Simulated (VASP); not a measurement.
# H2 in VASP: notebook

H2 is run at these levels: PBEsol; tasks: single point.

Program: VASP 6.6.1. These are calculated values, not measurements. Logs are shortened: lines on timing, memory, paths and dates and some standing lists are left out, and cuts for length are marked.

## (1) The cell of the first run

The cell holds a molecule in a box, 2 atoms: a = 8.000 Å, b = 8.000 Å, c = 8.000 Å, α = 90.00°, β = 90.00°, γ = 90.00°.

## (2) Single point, PBEsol

The input, INCAR:

```
ALGO = Normal
EDIFF = 1E-6
ENCUT = 400
GGA = PS
GGA_COMPAT = F
ISIF = 2
ISMEAR = 0
LASPH = T
LCHARG = F
LREAL = F
LWAVE = F
NBANDS = 8
NELM = 120
NELMDL = -8
PREC = Accurate
SIGMA = 0.01
```

The input, KPOINTS:

```
k-points
0
Gamma
  1 1 1
```

The input, POSCAR:

```
H
1.0
    8.0000000000      0.0000000000      0.0000000000
    0.0000000000      8.0000000000      0.0000000000
    0.0000000000      0.0000000000      8.0000000000
H
2
Direct
    0.5000000000      0.5000000000      0.4531250000
    0.5000000000      0.5000000000      0.5468750000
```

Potentials or basis: VASP PAW PBE potentials, release 64 (H).

The run is started by

```
cat potpaw_PBE.64/H/POTCAR > POTCAR
mpirun -np 1 vasp_gam > vasp.out
```

OUTCAR:

```text
EDIFF = 1E-6
   ENCUT = 400
   GGA = PS
   ISIF = 2
   ISMEAR = 0
   LASPH = T
   LREAL = F
   NELM = 120
   NELMDL = -8
   PREC = Accurate

 ion  position               nearest neighbor table
   1  0.500  0.500  0.453-   2 0.75
   2  0.500  0.500  0.547-   1 0.75

  LATTYP: Found a simple cubic cell.
 ALAT       =     8.0000000000

  Lattice vectors:

 A1 = (   8.0000000000,   0.0000000000,   0.0000000000)
 A2 = (   0.0000000000,   8.0000000000,   0.0000000000)
 A3 = (   0.0000000000,   0.0000000000,   8.0000000000)

Analysis of symmetry for initial positions (statically):
=====================================================================
 Subroutine PRICEL returns:
 Original cell was already a primitive cell.

 Routine SETGRP: Setting up the symmetry group for a
 simple cubic supercell.

 Subroutine GETGRP returns: Found 16 space group operations
 (whereof 16 operations were pure point group operations)
 out of a pool of 48 trial point group operations.

The static configuration has the point symmetry D_4h.

Analysis of symmetry for dynamics (positions and initial velocities):
=====================================================================
 Subroutine PRICEL returns:
 Original cell was already a primitive cell.

 Routine SETGRP: Setting up the symmetry group for a
 simple cubic supercell.

 Subroutine GETGRP returns: Found 16 space group operations
 (whereof 16 operations were pure point group operations)
 out of a pool of 48 trial point group operations.

The dynamic configuration has the point symmetry D_4h.

 Subroutine INISYM returns: Found 16 space group operations
 (whereof 16 operations are pure point group operations),
 and found     1 'primitive' translations

----------------------------------------------------------------------------------------

                                     Primitive cell

  volume of cell :     512.0000

  direct lattice vectors                    reciprocal lattice vectors
     8.000000000  0.000000000  0.000000000     0.125000000  0.000000000  0.000000000
     0.000000000  8.000000000  0.000000000     0.000000000  0.125000000  0.000000000
     0.000000000  0.000000000  8.000000000     0.000000000  0.000000000  0.125000000

  length of vectors
     8.000000000  8.000000000  8.000000000     0.125000000  0.125000000  0.125000000

  position of ions in fractional coordinates (direct lattice)
     0.500000000  0.500000000  0.453125000
     0.500000000  0.500000000  0.546875000

  ion indices of the primitive-cell ions
   primitive index   ion index
                 1           1
                 2           2

----------------------------------------------------------------------------------------

 KPOINTS: k-points

Automatic generation of k-mesh.
 Grid dimensions read from file:
 generate k-points for:    1    1    1

 Generating k-lattice:

  Cartesian coordinates                     Fractional coordinates (reciprocal lattice)
     0.125000000  0.000000000  0.000000000     1.000000000  0.000000000  0.000000000
     0.000000000  0.125000000  0.000000000     0.000000000  1.000000000  0.000000000
     0.000000000  0.000000000  0.125000000     0.000000000  0.000000000  1.000000000

  Length of vectors
     0.125000000  0.125000000  0.125000000

  Shift w.r.t. Gamma in fractional coordinates (k-lattice)
     0.000000000  0.000000000  0.000000000

 Subroutine IBZKPT returns following result:
 ===========================================

 Found      1 irreducible k-points:

 Following reciprocal coordinates:
            Coordinates               Weight
  0.000000  0.000000  0.000000      1.000000
   k-points           NKPTS =      1   k-points in BZ     NKDIM =      1   number of bands    NBANDS=      8
   number of dos      NEDOS =    301   number of ions     NIONS =      2
   total plane-waves  NPLWV = 157464
   dimension x,y,z NGX =    54 NGY =   54 NGZ =   54
   dimension x,y,z NGXF=   108 NGYF=  108 NGZF=  108
   ions per type =               2
   NGX,Y,Z   is equivalent  to a cutoff of  11.22, 11.22, 11.22 a.u.
   NGXF,Y,Z  is equivalent  to a cutoff of  22.44, 22.44, 22.44 a.u.
 SYSTEM =  unknown system
   PREC   = accura    normal or accurate (medium, high low for compatibility)
   ISTART =      0    job   : 0-new  1-cont  2-samecut
   ICHARG =      2    charge: 1-file 2-atom 10-const
   ISPIN  =      1    spin polarized calculation?
   LNONCOLLINEAR =      F non collinear calculations
   LSORBIT =      F    spin-orbit coupling
   LASPH  =      T    aspherical Exc in radial PAW
   ENCUT  =  400.0 eV  29.40 Ry    5.42 a.u.  13.05 13.05 13.05*2*pi/ulx,y,z
   NELM   =    120;   NELMIN=  2; NELMDL= -8     # of ELM steps
   EDIFF  = 0.1E-05   stopping-criterion for ELM
   LREAL  =      F    real-space projection
   EDIFFG = 0.1E-04   stopping-criterion for IOM
   NSW    =      0    number of steps for IOM
   IBRION =     -1    ionic relax: 0-MD 1-quasi-New 2-CG
   NFREE  =      0    steps in history (QN), initial steepest desc. (CG)
   ISIF   =      2    stress and relaxation
   ISYM   =      2    0-nonsym 1-usesym 2-fastsym
   POTIM  = 0.5000    time-step for ionic-motion
   TEBEG  =    0.0;   TEEND  =   0.0 temperature during run
   PSTRESS=    0.0 pullay stress
   NELECT =       2.0000    total number of electrons
   NUPDOWN=      -1.0000    fix difference up-down
   EMIN   =  10.00;   EMAX   =-10.00  energy-range for DOS
   EFERMI =   0.00;   METHOD = LEGACY
   ISMEAR =     0;   SIGMA  =   0.01  broadening in eV -4-tet -1-fermi 0-gaus
   EFERMI_NEDOS =   21; number of points for ismear=-14 and -15
   IALGO  =     38    algorithm
   IMIX   =      4    mixing-type and parameters
     AMIX     =   0.40;   BMIX     =  1.00
     AMIX_MAG =   1.60;   BMIX_MAG =  1.00
  volume/ion in A,a.u.               =     256.00      1727.57
  Fermi-wavevector in a.u.,A,eV,Ry     =   0.257827  0.487222  0.904443  0.066475
  Thomas-Fermi vector in A             =   1.082725
   LORBIT       =      0    0 simple, 1 ext, 2 COOP (PROOUT), +10 PAW based schemes
   GGA     = PS    functional components
   LHFCALC =     F    Hartree Fock is set to
   AEXX    =    0.0000 exact exchange contribution
   IVDW    =     0    specifies the selected vdW correction
   LEPSILON=     F    determine dielectric tensor
   LRPA    =     F    only Hartree local field effects (RPA)
 non-spin polarized calculation
 Gauss-broadening in eV      SIGMA  =   0.01
  energy-cutoff  :      400.00
  volume of cell :      512.00
 maximum number of plane-waves:      4658
 NGX is ok and might be reduce to    54
   NGX = 27   NGY = 27   NGZ = 27

 number of electron       2.0000000 magnetization

 Free energy of the ion-electron system (eV)
  ---------------------------------------------------
  ext. energy  EPLUGINS =         0.00000000
  ---------------------------------------------------
  free energy    TOTEN  =        -6.50241811 eV

  energy without entropy =       -6.50241811  energy(sigma->0) =       -6.50241811

 E-fermi : -10.0434     XC(G=0):  -0.6846

 val. band max:      -10.1174663767   @ k =   0.0000   0.0000   0.0000
 cond. band min:      -0.2420427172   @ k =   0.0000   0.0000   0.0000
 fundamental gap:      9.8754236595
 Fermi energy:       -10.0433800784

 k-point     1 :       0.0000    0.0000    0.0000
  band No.  band energies     occupation
      1     -10.1175      2.00000
      2      -0.2420      0.00000
      3       0.6987      0.00000
      4       1.4394      0.00000
      5       1.4394      0.00000
      6       1.9797      0.00000
      7       2.0261      0.00000
      8       2.4042      0.00000

------------------------ aborting loop because EDIFF is reached ----------------------------------------

  FORCE on cell =-STRESS in cart. coord.  units (eV):
  Direction    XX          YY          ZZ          XY          YZ          ZX
  --------------------------------------------------------------------------------------
  -------------------------------------------------------------------------------------
  Total       -0.1155851     -0.1155851      0.0866932      0.0000000      0.0000000     -0.0000000
  in kB       -0.3616951     -0.3616951      0.2712848      0.0000000      0.0000000     -0.0000000
  external PRESSURE =      -0.1507018 kB  Pullay stress =       0.0000000 kB

 VOLUME and BASIS-vectors are now :
 -----------------------------------------------------------------------------
  energy-cutoff  :      400.00
  volume of cell :      512.00
      direct lattice vectors                 reciprocal lattice vectors
     8.000000000  0.000000000  0.000000000     0.125000000  0.000000000  0.000000000
     0.000000000  8.000000000  0.000000000     0.000000000  0.125000000  0.000000000
     0.000000000  0.000000000  8.000000000     0.000000000  0.000000000  0.125000000

 POSITION                                       TOTAL-FORCE (eV/Angst)
 -----------------------------------------------------------------------------------
      4.00000      4.00000      3.62500        -0.000000     -0.000000     -0.312527
      4.00000      4.00000      4.37500         0.000000      0.000000      0.312527
 -----------------------------------------------------------------------------------
    total drift:                                0.000000      0.000000      0.000000

  FREE ENERGIE OF THE ION-ELECTRON SYSTEM (eV)
  ---------------------------------------------------
  free  energy   TOTEN  =        -6.5024181091 eV

  energy  without entropy=       -6.5024181091  energy(sigma->0) =       -6.50241811
```

Wall time 18 s (1 thread of AMD EPYC 7R43 (Zen 3), shared host); peak memory 0.32 GiB.

Results:

- Free energy: -6.5024 eV
- Largest force: 0.313 eV/Å
- Gap between the frontier levels: 9.88 eV

Forces in eV/Å, atoms in the order of the input:
```
H    0.000  0.000 -0.313
H    0.000  0.000  0.313
```

Levels at points of the mesh, in eV from the valence-band top:
```csv
k point,band 1,band 2,band 3,band 4,band 5,band 6
"(0.00, 0.00, 0.00)",0.00,9.88,10.82,11.56,11.56,12.10
```

Caveat: the PAW data sets were made with another functional, which shifts forces and pressure a little.

## (3) Single point, PBEsol

The input, INCAR:

```
SYSTEM = H
ALGO     = Normal         ! electronic algorithm
EDIFF    = 1E-6           ! SCF threshold, eV
ENCUT    = 400            ! plane-wave cutoff, eV
GGA      = PS             ! functional
GGA_COMPAT= .False.      
ISIF     = 2              ! what is computed and relaxed
ISMEAR   = 0              ! smearing method
LASPH    = .True.         ! aspherical terms in the spheres
LCHARG   = .False.        ! write CHGCAR
LREAL    = .False.        ! projectors in reciprocal space
LWAVE    = .False.        ! write WAVECAR
NBANDS   = 8              ! bands
NELM     = 120            ! most SCF steps
NELMDL   = -8           
PREC     = Accurate       ! precision mode
SIGMA    = 0.01           ! smearing width, eV
```

The input, KPOINTS:

```
k-points
0
Gamma
  1 1 1
  0 0 0
```

The input, POSCAR:

```
H
1.0
    8.0000000000      0.0000000000      0.0000000000
    0.0000000000      8.0000000000      0.0000000000
    0.0000000000      0.0000000000      8.0000000000
H
2
Direct
    0.5000000000      0.5000000000      0.4500000000
    0.5000000000      0.5000000000      0.5500000000
```

Potentials or basis: VASP PAW PBE potentials, release 64 (H).

The run is started by

```
cat potpaw_PBE.64/H/POTCAR > POTCAR
mpirun -np 1 vasp_gam > vasp.out
```

Wall time 17 s (1 thread of AMD EPYC 7R43 (Zen 3), shared host); peak memory 0.33 GiB.

Results (log left out):

| Quantity | Value |
| --- | --- |
| Free energy | -6.4788 eV |
| Largest force | 1.177 eV/Å |
| Gap between the frontier levels | 9.64 eV |

Forces in eV/Å, atoms in the order of the input:
```
H    0.000  0.000  1.177
H    0.000  0.000 -1.177
```

Levels at points of the mesh, in eV from the valence-band top:
```tsv
k point	band 1	band 2	band 3	band 4	band 5
(0.00, 0.00, 0.00)	0.00	9.64	10.39	11.30	11.30
```

Caveat: the PAW data sets were made with another functional, which shifts forces and pressure a little.

## (4) Single point, PBEsol

The input, INCAR:

```
  ALGO = Normal
  EDIFF = 1E-6
  ENCUT = 400
  GGA = PS
  GGA_COMPAT = False
  ISIF = 2
  ISMEAR = 0
  LASPH = True
  LCHARG = True
  LELF = True
  LREAL = False
  LVHAR = True
  LWAVE = False
  NBANDS = 8
  NELM = 120
  NELMDL = -8
  PREC = Accurate
  SIGMA = 0.01
```

The input, KPOINTS:

```
k-points
0
Gamma
  1 1 1
```

The input, POSCAR:

```
H
1.0
    8.0000000000      0.0000000000      0.0000000000
    0.0000000000      8.0000000000      0.0000000000
    0.0000000000      0.0000000000      8.0000000000
H
2
Direct
    0.5000000000      0.5000000000      0.4468750000
    0.5000000000      0.5000000000      0.5531250000
```

The run is started by

```
cat potpaw_PBE.64/H/POTCAR > POTCAR
mpirun -np 1 vasp_gam > vasp.out
```

Run time: 22 s. Hardware: 1 thread of AMD EPYC 7R43 (Zen 3), shared host; peak memory 0.33 GiB.

Results (log left out):

```
Free energy                     : -6.3914 eV
Largest force                   : 2.265 eV/Å
Gap between the frontier levels : 9.42 eV
```

Forces on the atoms (eV/Å):
```
H    0.000  0.000  2.265
H    0.000  0.000 -2.265
```

Levels at points of the mesh, in eV from the valence-band top:
```csv
k point,band 1,band 2,band 3,band 4,band 5
"(0.00, 0.00, 0.00)",0.00,9.42,9.96,11.06,11.06
```

Caveat: the PAW data sets were made with another functional, which shifts forces and pressure a little.

## (5) Single point, PBEsol

The input, INCAR:

```
SYSTEM = H
  PREC = Accurate
  ENCUT = 400
  EDIFF = 1E-6
  ISMEAR = 0
  SIGMA = 0.01
  LREAL = .False.
  LASPH = .True.
  NELM = 120
  ALGO = Normal
  ISIF = 2
  LWAVE = .False.
  LCHARG = .False.
  GGA = PS
  NBANDS = 8
  GGA_COMPAT = .False.
  NELMDL = -8
```

The input, KPOINTS:

```
regular mesh
0
Gamma
  1 1 1
  0 0 0
```

The input, POSCAR:

```
H
1.0
    8.0000000000      0.0000000000      0.0000000000
    0.0000000000      8.0000000000      0.0000000000
    0.0000000000      0.0000000000      8.0000000000
H
2
Direct
    0.5000000000      0.5000000000      0.4425000000
    0.5000000000      0.5000000000      0.5575000000
```

The run is started by

```
cat potpaw_PBE.64/H/POTCAR > POTCAR
mpirun -np 1 vasp_gam > vasp.out
```

Wall time 17 s (1 thread of AMD EPYC 7R43 (Zen 3), shared host); peak memory 0.33 GiB.

Results (log left out):

| Item | Value |
| --- | --- |
| Free energy | -6.1935 eV |
| Largest force | 3.311 eV/Å |
| Gap between the frontier levels | 9.14 eV |

Forces in eV/Å, atoms in the order of the input:
```
H    0.000  0.000  3.311
H    0.000  0.000 -3.311
```

Levels at points of the mesh, in eV from the valence-band top:
| k point | band 1 | band 2 | band 3 | band 4 | band 5 |
| --- | --- | --- | --- | --- | --- |
| (0.00, 0.00, 0.00) | 0.00 | 9.14 | 9.35 | 10.75 | 10.75 |

Caveat: the PAW data sets were made with another functional, which shifts forces and pressure a little.

## (6) Single point, PBEsol

The input, INCAR:

```
SYSTEM = H
PREC = Accurate
ENCUT = 400
EDIFF = 1E-6
ISMEAR = 0
SIGMA = 0.01
LREAL = .False.
LASPH = .True.
NELM = 120
ALGO = Normal
ISIF = 2
LWAVE = .False.
LCHARG = .True.
GGA = PS
LELF = .True.
LVHAR = .True.
NBANDS = 8
GGA_COMPAT = .False.
NELMDL = -8
```

The input, KPOINTS:

```
Automatic mesh
0
Gamma
  1 1 1
  0 0 0
```

The input, POSCAR:

```
H
1.0
    8.0000000000      0.0000000000      0.0000000000
    0.0000000000      8.0000000000      0.0000000000
    0.0000000000      0.0000000000      8.0000000000
H
2
Direct
    0.5000000000      0.5000000000      0.4375000000
    0.5000000000      0.5000000000      0.5625000000
```

Potentials or basis: VASP PAW PBE potentials, release 64 (H).

The run is started by

```
cat potpaw_PBE.64/H/POTCAR > POTCAR
mpirun -np 1 vasp_gam > vasp.out
```

It took 24 s on 1 thread of AMD EPYC 7R43 (Zen 3), shared host; peak memory 0.33 GiB.

Results (log left out):

```yaml
Free_energy: -5.8968 eV
Largest_force: 4.037 eV/Å
Gap_between_the_frontier_levels: 8.65 eV
```

Forces on the atoms (eV/Å):
```
H    0.000  0.000  4.037
H    0.000  0.000 -4.037
```

Levels at points of the mesh, in eV from the valence-band top:
```
           k point  band 1  band 2  band 3  band 4
(0.00, 0.00, 0.00)    0.00    8.65    8.85   10.43
```

Caveat: the PAW data sets were made with another functional, which shifts forces and pressure a little.

## (7) The runs side by side

```csv
cell,gap on the mesh (eV),largest force (eV/Å)
"as given, atomic positions A",9.88,0.31
"as given, atomic positions B",9.64,1.18
"as given, atomic positions C",9.42,2.26
"as given, atomic positions D",9.14,3.31
"as given, atomic positions E",8.65,4.04
```

Alike in all rows: task single point; level PBEsol; potentials or basis VASP PAW PBE potentials, release 64 (H); no spin polarisation; k mesh 1 × 1 × 1; cutoff (eV) 400; smearing gaussian 0.01 eV.

Caveats: the PAW data sets were made with another functional, which shifts forces and pressure a little.

Total energies depend on the potentials used, so only differences within one code and one set of settings carry meaning.
